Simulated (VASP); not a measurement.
Set up this calculation in VASP 6.6.1, as the native input.

```
Task                   : single point
Functional             : PBE
Potentials or basis    : VASP PAW PBE potentials, release 64 (C)
Cutoff                 : 520 eV
k mesh                 : 20 × 20 × 20
Occupations            : fermi-dirac, width 0.08 eV
Spin                   : no spin polarisation
Dipole correction      : no
Further INCAR settings : ALGO = Normal; EDIFF = 1e-06; NBANDS = 11
```

The structure of C lies in POSCAR:

```
C
1.0
    0.0000000000      1.8012340000      1.7834000000
    1.8012340000      0.0000000000      1.7834000000
    1.8012340000      1.8012340000      0.0000000000
C
2
Direct
    0.5000000000      0.5000000000      0.5000000000
    0.7500000000      0.7500000000      0.7500000000
```

This cell differs from its parent crystal: equal xx and yy strain of +1 %.

One way to write it, as run:

INCAR

```
ALGO     = Normal         # electronic algorithm
EDIFF    = 1E-6           # SCF threshold, eV
ENCUT    = 520            # plane-wave cutoff, eV
GGA      = PE             # functional
ISIF     = 2              # what is computed and relaxed
ISMEAR   = -1             # smearing method
LASPH    = True           # aspherical terms in the spheres
LCHARG   = False          # write CHGCAR
LREAL    = False          # projectors in reciprocal space
LWAVE    = False          # write WAVECAR
NBANDS   = 11             # bands
NELM     = 60             # most SCF steps
PREC     = Accurate       # precision mode
SIGMA    = 0.08           # smearing width, eV
```

KPOINTS

```
k-points
0
Gamma
  20 20 20
```

Potentials or basis: VASP PAW PBE potentials, release 64 (C).

The run is started by

```console
$ cat potpaw_PBE.64/C/POTCAR > POTCAR
$ mpirun -np 1 vasp_std > vasp.out
```

It gave:

```json
{"Pressure": "-6.1 GPa", "Band gap on the k mesh": "3.84 eV, indirect (least direct gap 5.36 eV)"}
```

Caveat: the cell differs from its parent crystal (equal xx and yy strain of +1 %).

It took 37 s on 1 thread of Intel(R) Xeon(R) Platinum 8488C (Sapphire Rapids) (shared host), peak memory 0.17 GiB.
